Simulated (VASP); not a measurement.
YSe, 2 atoms in the cell. The structure is tetragonal, space group I4/mmm (No. 139). The conventional cell has a = 4.066 Å, b = 4.066 Å, c = 5.980 Å, α = 90.00°, β = 90.00°, γ = 90.00°. Within 3.8 Å of Y (site symmetry 4/mmm) lie 6 Se at 2.88 to 2.99 Å. Se (site symmetry 4/mmm) has 6 Y at 2.88 to 2.99 Å within 3.8 Å.  This cell differs from its parent crystal: strain +0.000 along x and y, +0.040 along z.

```yaml
Program: VASP 6.6.1
Task: single point
Functional: PBEsol
Potentials_or_basis: VASP PAW PBE potentials, release 64 (Y_sv, Se)
Cutoff: 520 eV
k_mesh: 14 × 14 × 14
Occupations: gaussian, width 0.15 eV
Spin: no spin polarisation
Dipole_correction: no
Further_INCAR_settings: ALGO = Normal; EDIFF = 1e-06; NBANDS = 16
```

Potentials or basis: VASP PAW PBE potentials, release 64 (Y_sv, Se).

Run with:

```console
$ cat potpaw_PBE.64/Y_sv/POTCAR potpaw_PBE.64/Se/POTCAR > POTCAR
$ mpirun -np 1 vasp_std > vasp.out
```

Hardware: 1 thread of Intel(R) Xeon(R) Platinum 8259CL CPU @ 2.50GHz (Skylake/Cascade Lake) (shared host).

**Question.** How long does it take, and how much memory?

**Answer.** It took 2.7 min on 1 thread of Intel(R) Xeon(R) Platinum 8259CL CPU @ 2.50GHz (Skylake/Cascade Lake), on a shared host, peak memory 0.37 GiB. Counts: scf iterations 13, k points 244.
